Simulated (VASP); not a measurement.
# TiO (P-6m2) in VASP: further runs

The runs below take TiO through relaxation of shape and atoms at fixed volume, single point, with r2SCAN.

Program: VASP 6.6.1. These are calculated values, not measurements. Logs are shortened: lines on timing, memory, paths and dates and some standing lists are left out, and cuts for length are marked.

### Step 1. The cell of the first run

The structure is hexagonal, space group P-6m2 (No. 187). The conventional cell has a = 2.775 Å, b = 2.775 Å, c = 2.790 Å, α = 90.00°, β = 90.00°, γ = 120.00°. Within 2.8 Å of Ti (site symmetry -6m2) lie 6 O at 2.12 Å and 8 Ti at 2.78 to 2.79 Å. Within 2.8 Å of O (site symmetry -6m2) lie 6 Ti at 2.12 Å and 8 O at 2.78 to 2.79 Å.

### Step 2. Relaxation of shape and atoms at fixed volume, r2SCAN (volume scaled by 0.97)

File POSCAR:

```
TiO
1.0
    2.7752353082      0.0000000000      0.0000000000
   -1.3876176541      2.4034242784      0.0000000000
    0.0000000000      0.0000000000      2.7901432342
Ti O
1 1
Direct
    0.6666666667      0.3333333333      0.0000000000
    0.0000000000      0.0000000000      0.5000000000
```

File INCAR.step1:

```
SYSTEM = TiO
PREC = Accurate
ENCUT = 600
ISMEAR = 0
SIGMA = 0.1
LREAL = .FALSE.
LASPH = .TRUE.
NELM = 100
GGA = PE
ALGO = Normal
EDIFF = 1E-4
LWAVE = .TRUE.
LCHARG = .FALSE.
```

File INCAR.step2:

```
SYSTEM = TiO
PREC = Accurate
ENCUT = 600
EDIFF = 1E-6
ISMEAR = 0
SIGMA = 0.1
LREAL = .FALSE.
LASPH = .TRUE.
NELM = 100
ALGO = Normal
ISIF = 4
LWAVE = .FALSE.
LCHARG = .FALSE.
METAGGA = R2SCAN
LMIXTAU = .TRUE.
IBRION = 2
NSW = 50
EDIFFG = -0.01
ISTART = 1
```

File KPOINTS:

```
Automatic mesh
0
G
  18 18 14
  0 0 0
```

Potentials or basis: VASP PAW PBE potentials, release 64 (Ti_sv, O).

Command:

```bash
$ cat potpaw_PBE.64/Ti_sv/POTCAR potpaw_PBE.64/O/POTCAR > POTCAR
$ cp INCAR.step1 INCAR
$ mpirun -np 1 vasp_std > vasp.out
$ cp INCAR.step2 INCAR
$ mpirun -np 1 vasp_std > vasp.out
```

OUTCAR:

```text
SYSTEM = TiO
   PREC = Accurate
   ENCUT = 600
   EDIFF = 1E-6
   ISMEAR = 0
   LREAL = .FALSE.
   LASPH = .TRUE.
   NELM = 100
   ISIF = 4
   METAGGA = R2SCAN
   IBRION = 2
   NSW = 50
   EDIFFG = -0.01
   ISTART = 1

 ion  position               nearest neighbor table
   1  0.667  0.333  0.000-   2 2.12   2 2.12   2 2.12   2 2.12   2 2.12   2 2.12
   2  0.000  0.000  0.500-   1 2.12   1 2.12   1 2.12   1 2.12   1 2.12   1 2.12

  LATTYP: Found a hexagonal cell.
 ALAT       =     2.7752353082
 C/A-ratio  =     1.0053717701

  Lattice vectors:

 A1 = (   2.7752353082,   0.0000000000,   0.0000000000)
 A2 = (  -1.3876176541,   2.4034242784,   0.0000000000)
 A3 = (   0.0000000000,   0.0000000000,   2.7901432342)

Analysis of symmetry for initial positions (statically):
=====================================================================
 Subroutine PRICEL returns:
 Original cell was already a primitive cell.

 Routine SETGRP: Setting up the symmetry group for a
 hexagonal supercell.

 Subroutine GETGRP returns: Found 12 space group operations
 (whereof 12 operations were pure point group operations)
 out of a pool of 24 trial point group operations.

The static configuration has the point symmetry D_3h.

Analysis of symmetry for dynamics (positions and initial velocities):
=====================================================================
 Subroutine PRICEL returns:
 Original cell was already a primitive cell.

 Routine SETGRP: Setting up the symmetry group for a
 hexagonal supercell.

 Subroutine GETGRP returns: Found 12 space group operations
 (whereof 12 operations were pure point group operations)
 out of a pool of 24 trial point group operations.

The dynamic configuration has the point symmetry D_3h.

 Subroutine INISYM returns: Found 12 space group operations
 (whereof 12 operations are pure point group operations),
 and found     1 'primitive' translations

----------------------------------------------------------------------------------------

                                     Primitive cell

  volume of cell :      18.6104

  direct lattice vectors                    reciprocal lattice vectors
     2.775235308  0.000000000  0.000000000     0.360329806  0.208036510  0.000000000
    -1.387617654  2.403424278  0.000000000     0.000000000  0.416073021  0.000000000
     0.000000000  0.000000000  2.790143234     0.000000000  0.000000000  0.358404539

  length of vectors
     2.775235308  2.775235308  2.790143234     0.416073021  0.416073021  0.358404539

  position of ions in fractional coordinates (direct lattice)
     0.666666667  0.333333333  0.000000000
     0.000000000  0.000000000  0.500000000

  ion indices of the primitive-cell ions
   primitive index   ion index
                 1           1
                 2           2

----------------------------------------------------------------------------------------

 KPOINTS: Automatic mesh

Automatic generation of k-mesh.
 Grid dimensions read from file:
 generate k-points for:   18   18   14

 Generating k-lattice:

  Cartesian coordinates                     Fractional coordinates (reciprocal lattice)
     0.020018323  0.011557584  0.000000000     0.055555556  0.000000000  0.000000000
     0.000000000  0.023115168  0.000000000     0.000000000  0.055555556  0.000000000
     0.000000000  0.000000000  0.025600324     0.000000000  0.000000000  0.071428571

  Length of vectors
     0.023115168  0.023115168  0.025600324

  Shift w.r.t. Gamma in fractional coordinates (k-lattice)
     0.000000000  0.000000000  0.000000000

 Subroutine IBZKPT returns following result:
 ===========================================

 Found    296 irreducible k-points:

 Following reciprocal coordinates:
            Coordinates               Weight
  0.000000  0.000000  0.000000      1.000000
  0.055556  0.000000  0.000000      6.000000
  0.111111  0.000000  0.000000      6.000000
  0.166667  0.000000  0.000000      6.000000
  0.222222 -0.000000  0.000000      6.000000
  0.277778  0.000000  0.000000      6.000000
[... 16 lines left out ...]
  0.333333  0.111111  0.000000     12.000000
  0.388889  0.111111  0.000000     12.000000
 [... further k-points ...]
   k-points           NKPTS =    296   k-points in BZ     NKDIM =    296   number of bands    NBANDS=     13
   number of dos      NEDOS =    301   number of ions     NIONS =      2
   total plane-waves  NPLWV =  13824
   dimension x,y,z NGX =    24 NGY =   24 NGZ =   24
   dimension x,y,z NGXF=    48 NGYF=   48 NGZF=   48
   ions per type =               1   1
   NGX,Y,Z   is equivalent  to a cutoff of  14.38, 14.38, 14.30 a.u.
   NGXF,Y,Z  is equivalent  to a cutoff of  28.75, 28.75, 28.60 a.u.
 SYSTEM =  TiO
   PREC   = accura    normal or accurate (medium, high low for compatibility)
   ISTART =      1    job   : 0-new  1-cont  2-samecut
   ICHARG =      0    charge: 1-file 2-atom 10-const
   ISPIN  =      1    spin polarized calculation?
   LNONCOLLINEAR =      F non collinear calculations
   LSORBIT =      F    spin-orbit coupling
   LASPH  =      T    aspherical Exc in radial PAW
   ENCUT  =  600.0 eV  44.10 Ry    6.64 a.u.   5.54  5.54  5.57*2*pi/ulx,y,z
   NELM   =    100;   NELMIN=  2; NELMDL=  0     # of ELM steps
   EDIFF  = 0.1E-05   stopping-criterion for ELM
   LREAL  =      F    real-space projection
   EDIFFG = -.1E-01   stopping-criterion for IOM
   NSW    =     50    number of steps for IOM
   IBRION =      2    ionic relax: 0-MD 1-quasi-New 2-CG
   NFREE  =      1    steps in history (QN), initial steepest desc. (CG)
   ISIF   =      4    stress and relaxation
   ISYM   =      2    0-nonsym 1-usesym 2-fastsym
   POTIM  = 0.5000    time-step for ionic-motion
   TEBEG  =    0.0;   TEEND  =   0.0 temperature during run
   PSTRESS=    0.0 pullay stress
   NELECT =      18.0000    total number of electrons
   NUPDOWN=      -1.0000    fix difference up-down
   EMIN   =  10.00;   EMAX   =-10.00  energy-range for DOS
   EFERMI =   0.00;   METHOD = LEGACY
   ISMEAR =     0;   SIGMA  =   0.10  broadening in eV -4-tet -1-fermi 0-gaus
   EFERMI_NEDOS =   21; number of points for ismear=-14 and -15
   IALGO  =     38    algorithm
   IMIX   =      4    mixing-type and parameters
     AMIX     =   0.40;   BMIX     =  1.00
     AMIX_MAG =   1.60;   BMIX_MAG =  1.00
  volume/ion in A,a.u.               =       9.31        62.79
  Fermi-wavevector in a.u.,A,eV,Ry     =   1.619000  3.059466 35.663044  2.621160
  Thomas-Fermi vector in A             =   2.713172
   LORBIT       =      0    0 simple, 1 ext, 2 COOP (PROOUT), +10 PAW based schemes
   METAGGA = R2SCAN    functional components
   LHFCALC =     F    Hartree Fock is set to
   AEXX    =    0.0000 exact exchange contribution
   IVDW    =     0    specifies the selected vdW correction
   LEPSILON=     F    determine dielectric tensor
   LRPA    =     F    only Hartree local field effects (RPA)
 conjugate gradient relaxation of ions
 non-spin polarized calculation
 Gauss-broadening in eV      SIGMA  =   0.10
  energy-cutoff  :      600.00
  volume of cell :       18.61
 maximum number of plane-waves:       642
 NGX is ok and might be reduce to    24
   NGX = 11   NGY = 11   NGZ = 11

--------------------------------------- Ionic step        1  -------------------------------------------

 number of electron      17.9999999 magnetization

 Free energy of the ion-electron system (eV)
  ---------------------------------------------------
  ext. energy  EPLUGINS =         0.00000000
  ---------------------------------------------------
  free energy    TOTEN  =       -24.35845792 eV

  energy without entropy =      -24.35826140  energy(sigma->0) =      -24.35835966

------------------------ aborting loop because EDIFF is reached ----------------------------------------

  FORCE on cell =-STRESS in cart. coord.  units (eV):
  Direction    XX          YY          ZZ          XY          YZ          ZX
  --------------------------------------------------------------------------------------
  -------------------------------------------------------------------------------------
  Total        1.1082748      1.1082748      1.3008067      0.0000000     -0.0000000      0.0000000
  in kB       95.4116232     95.4116232    111.9867362      0.0000000     -0.0000000      0.0000000
  external PRESSURE =     100.9366609 kB  Pullay stress =       0.0000000 kB

 VOLUME and BASIS-vectors are now :
 -----------------------------------------------------------------------------
  energy-cutoff  :      600.00
  volume of cell :       18.61
      direct lattice vectors                 reciprocal lattice vectors
     2.775235308  0.000000000  0.000000000     0.360329806  0.208036510  0.000000000
    -1.387617654  2.403424278  0.000000000     0.000000000  0.416073021  0.000000000
     0.000000000  0.000000000  2.790143234     0.000000000  0.000000000  0.358404539
[... 37 lines left out ...]
 POSITION                                       TOTAL-FORCE (eV/Angst)
 -----------------------------------------------------------------------------------
      1.38547      0.79990     -0.00000         0.000000      0.000000     -0.000000
      1.38547      2.39971      1.39939        -0.000000     -0.000000      0.000000
 -----------------------------------------------------------------------------------
    total drift:                               -0.000000      0.000000      0.000000

  FREE ENERGIE OF THE ION-ELECTRON SYSTEM (eV)
  ---------------------------------------------------
  free  energy   TOTEN  =       -24.3586666978 eV

  energy  without entropy=      -24.3584846365  energy(sigma->0) =      -24.35857567

--------------------------------------- Ionic step        3  -------------------------------------------

 number of electron      17.9999999 magnetization

 Free energy of the ion-electron system (eV)
  ---------------------------------------------------
  ext. energy  EPLUGINS =         0.00000000
  ---------------------------------------------------
  free energy    TOTEN  =       -24.35868612 eV

  energy without entropy =      -24.35850031  energy(sigma->0) =      -24.35859321

 E-fermi :  12.0246     XC(G=0): -13.9126

 val. band max:       12.0001177992   @ k =   0.0000   0.0000   0.3571
 cond. band min:      12.0311776170   @ k =   0.0000   0.0000   0.5000
 fundamental gap:      0.0310598178
 Fermi energy:        12.0245515228

 k-point     1 :       0.0000    0.0000    0.0000
  band No.  band energies     occupation
      1     -48.1476      2.00000
      2     -23.2545      2.00000
      3     -22.8798      2.00000
      4     -22.8798      2.00000
      5     -11.5097      2.00000
      6       5.8474      2.00000
      7       5.8474      2.00000
      8       6.0393      2.00000
      9       8.7629      2.00000
     10      13.7904      0.00000
     11      13.7904      0.00000
     12      14.2347      0.00000
     13      14.4733      0.00000

 k-point     2 :       0.0556    0.0000    0.0000
  band No.  band energies     occupation
      1     -48.1427      2.00000
      2     -23.2502      2.00000
      3     -22.9128      2.00000
      4     -22.8861      2.00000
      5     -11.4681      2.00000
      6       5.6920      2.00000
      7       5.8598      2.00000
      8       5.9986      2.00000
      9       8.8299      2.00000
     10      13.7162      0.00000
     11      13.8168      0.00000
[... 339 lines left out ...]
 k-point    24 :       0.3889    0.1111    0.0000
  band No.  band energies     occupation
      1     -47.9846      2.00000
      2     -23.8328      2.00000
      3     -23.1558      2.00000
      4     -23.1126      2.00000
      5     -10.1259      2.00000
      6       2.6113      2.00000
      7       4.9148      2.00000
      8       5.6615      2.00000
      9       9.8366      2.00000
     10      13.5249      0.00000
     11      13.7540      0.00000
     12      14.7454      0.00000
     13      15.5712      0.00000

 [... further k-points ...]

------------------------ aborting loop because EDIFF is reached ----------------------------------------

  FORCE on cell =-STRESS in cart. coord.  units (eV):
  Direction    XX          YY          ZZ          XY          YZ          ZX
  --------------------------------------------------------------------------------------
  -------------------------------------------------------------------------------------
  Total        1.1622216      1.1622216      1.1629753      0.0000000      0.0000000      0.0000000
  in kB      100.0559126    100.0559126    100.1207999      0.0000000      0.0000000      0.0000000
  external PRESSURE =     100.0775417 kB  Pullay stress =       0.0000000 kB

 VOLUME and BASIS-vectors are now :
 -----------------------------------------------------------------------------
  energy-cutoff  :      600.00
  volume of cell :       18.61
      direct lattice vectors                 reciprocal lattice vectors
     2.771944653  0.000000000  0.000000000     0.360757564  0.208283477  0.000000000
    -1.385972326  2.400574487 -0.000000000     0.000000000  0.416566953  0.000000000
     0.000000000 -0.000000000  2.796771686     0.000000000  0.000000000  0.357555107

 POSITION                                       TOTAL-FORCE (eV/Angst)
 -----------------------------------------------------------------------------------
      1.38597      0.80019      2.79677         0.000000      0.000000     -0.000000
      0.00000     -0.00000      1.39839        -0.000000     -0.000000      0.000000
 -----------------------------------------------------------------------------------
    total drift:                               -0.000000      0.000000      0.000000

  FREE ENERGIE OF THE ION-ELECTRON SYSTEM (eV)
  ---------------------------------------------------
  free  energy   TOTEN  =       -24.3586861170 eV

  energy  without entropy=      -24.3585003099  energy(sigma->0) =      -24.35859321

 reached required accuracy - stopping structural energy minimisation
```

Wall time 31 min (1 thread of AMD EPYC 7R13, shared host); peak memory 0.2 GiB.

What came out:

```yaml
Free_energy: -24.3587 eV
Energy_gained_by_relaxing: 0.1 meV/atom
Ionic_steps: 3
Pressure_after_relaxing: 10.0 GPa
Band_gap_on_the_k_mesh: zero (band 9 reaches 12.06 eV, above the bottom of band 10 at 12.03 eV)
```

Step by step:
```
step  energy change (eV)  largest force (eV/Å)  pressure (GPa)  volume (Å³)
   1              0.0000                0.0000           10.09        18.61
   2             -0.0002                0.0000           10.00        18.61
   3             -0.0002                0.0000           10.01        18.61
```

Final structure:
```xyz
2
Lattice="2.7719 0.0000 0.0000 -1.3860 2.4006 0.0000 0.0000 0.0000 2.7968" Properties=species:S:1:pos:R:3 pbc="T T T"
Ti    1.3860    0.8002    2.7968
O     0.0000    0.0000    1.3984
```

Caveat: the cell differs from its parent crystal (volume scaled by 0.97); the PAW data sets were made with another functional, which shifts forces and pressure a little; semilocal functionals often make such compounds metallic where correlation or magnetic order opens a gap, which also shifts bond lengths.

### Step 3. Single point, r2SCAN

This run uses another cell than the first one, of 9.59 Å³/atom, 1.031 times its volume.

File POSCAR:

```
TiO
1.0
    2.8016567599      0.0000000000      0.0000000000
   -1.4008283799      2.4263059268      0.0000000000
    0.0000000000      0.0000000000      2.8220964119
Ti O
1 1
Direct
    0.6666666667      0.3333333333      0.0000000000
    0.0000000000      0.0000000000      0.5000000000
```

File INCAR.step1:

```
  ALGO = Normal
  EDIFF = 1E-4
  ENCUT = 520
  GGA = PE
  ISMEAR = 0
  LASPH = T
  LCHARG = F
  LREAL = F
  LWAVE = T
  NBANDS = 16
  NELM = 100
  PREC = Accurate
  SIGMA = 0.1
```

File INCAR.step2:

```
  ALGO = Normal
  EDIFF = 1E-6
  ENCUT = 520
  ISIF = 2
  ISMEAR = 0
  ISTART = 1
  LASPH = T
  LCHARG = F
  LMIXTAU = T
  LREAL = F
  LWAVE = F
  METAGGA = R2SCAN
  NBANDS = 16
  NELM = 100
  PREC = Accurate
  SIGMA = 0.1
```

File KPOINTS:

```
k-points
0
Gamma
  6 6 6
```

Potentials or basis: VASP PAW PBE potentials, release 64 (Ti_sv, O).

Command:

```bash
$ cat potpaw_PBE.64/Ti_sv/POTCAR potpaw_PBE.64/O/POTCAR > POTCAR
$ cp INCAR.step1 INCAR
$ mpirun -np 1 vasp_std > vasp.out
$ cp INCAR.step2 INCAR
$ mpirun -np 1 vasp_std > vasp.out
```

Wall time 16 s (1 thread of Intel Xeon 6975P-C (Granite Rapids), shared host); peak memory 0.14 GiB.

The run converged. Its results:

| Property | Result |
| --- | --- |
| Free energy | -24.3766 eV |
| Pressure | 1.8 GPa |
| Band gap on the k mesh | zero (filled and empty bands touch) |

Stress tensor (GPa, compression positive):
```
1.62 0.00 0.00
0.00 1.62 0.00
0.00 0.00 2.21
```

Levels at points of the mesh, in eV from the Fermi level:
```csv
k point,band 5,band 6,band 7,band 8,band 9,band 10,band 11,band 12,band 13,band 14
"(0.00, 0.00, 0.00)",-23.32,-6.05,-6.05,-5.88,-3.17,1.68,1.68,1.97,2.34,2.34
"(0.50, 0.00, 0.00)",-22.02,-9.43,-6.95,-5.81,-2.62,1.84,2.01,3.01,3.04,6.79
"(0.00, 0.00, 0.50)",-22.06,-9.77,-5.68,-5.68,0.00,0.00,0.59,2.16,2.16,7.61
"(0.50, 0.00, 0.50)",-22.17,-8.45,-8.34,-7.02,-0.97,2.01,2.96,3.01,3.82,8.82
```

Caveat: the k points lie up to 0.43 Å⁻¹ apart; the PAW data sets were made with another functional, which shifts forces and pressure a little; semilocal functionals often make such compounds metallic where correlation or magnetic order opens a gap, which also shifts bond lengths.

(Part 1 of 2 ends here.)
